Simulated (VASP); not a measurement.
Input of a VASP 6.6.1 run:

The input INCAR:

```
SYSTEM = CuI
PREC = Accurate
ENCUT = 600
EDIFF = 1E-7
ISMEAR = 0
SIGMA = 0.01
LREAL = .FALSE.
LASPH = .TRUE.
NELM = 120
ALGO = Normal
ISIF = 3
LWAVE = .FALSE.
LCHARG = .FALSE.
GGA = CA
IBRION = 2
NSW = 100
EDIFFG = -0.002
PSTRESS = 40.0
GGA_COMPAT = .FALSE.
NELMIN = 4
```

File KPOINTS:

```
regular mesh
0
G
  6 6 6
  0 0 0
```

The input POSCAR:

```
CuI
1.0
    0.0000000000      2.9309836647      2.9309836647
    2.9309836647      0.0000000000      2.9309836647
    2.9309836647      2.9309836647      0.0000000000
Cu I
1 1
Direct
    0.7500000000      0.7500000000      0.7500000000
    0.0000000000      0.0000000000      0.0000000000
```

Potentials or basis: VASP PAW LDA potentials, release 64 (Cu, I).

Launch:

```bash
$ cat potpaw_LDA.64/Cu/POTCAR potpaw_LDA.64/I/POTCAR > POTCAR
$ mpirun -np 1 vasp_std > vasp.out
```

Question: Estimate the relaxed volume.

Answer: 23.75 Å³/atom.

Question: Estimate the band gap on the k mesh.

Answer: 1.47 eV, direct.

Question: Estimate the space group after relaxing (to 0.05 Å).

Answer: F-43m (No. 216).

Step by step:
| step | energy change (eV) | largest force (eV/Å) | pressure (GPa) | volume (Å³) |
| --- | --- | --- | --- | --- |
| 1 | 0.0000 | 0.0000 | 0.17 | 50.36 |
| 2 | 0.0809 | 0.0000 | 6.53 | 46.09 |
| 3 | 0.0350 | 0.0000 | 4.07 | 47.51 |
| 4 | 0.0336 | 0.0000 | 3.92 | 47.56 |
| 5 | 0.0336 | 0.0000 | 3.91 | 47.56 |
| 6 | 0.0337 | 0.0000 | 3.92 | 47.56 |
| 7 | 0.0337 | 0.0000 | 3.92 | 47.56 |
| 8 | 0.0338 | 0.0000 | 3.92 | 47.56 |
| 9 | 0.0338 | 0.0000 | 3.93 | 47.56 |
| 10 | 0.0338 | 0.0000 | 3.92 | 47.56 |
| 11 | 0.0338 | 0.0000 | 3.93 | 47.56 |
| 12 | 0.0339 | 0.0000 | 3.93 | 47.55 |
| 13 | 0.0340 | 0.0000 | 3.94 | 47.55 |
| 14 | 0.0343 | 0.0000 | 3.96 | 47.54 |
| 15 | 0.0348 | 0.0000 | 3.98 | 47.52 |
| 16 | 0.0359 | 0.0000 | 4.06 | 47.47 |
| 17 | 0.0351 | 0.0000 | 4.01 | 47.50 |

Caveat: the cell is relaxed towards a set pressure, so the enthalpy falls and the energy may rise; spin-orbit coupling is left out, which moves the levels of the heavy elements. LDA usually gives volumes a few per cent too small.
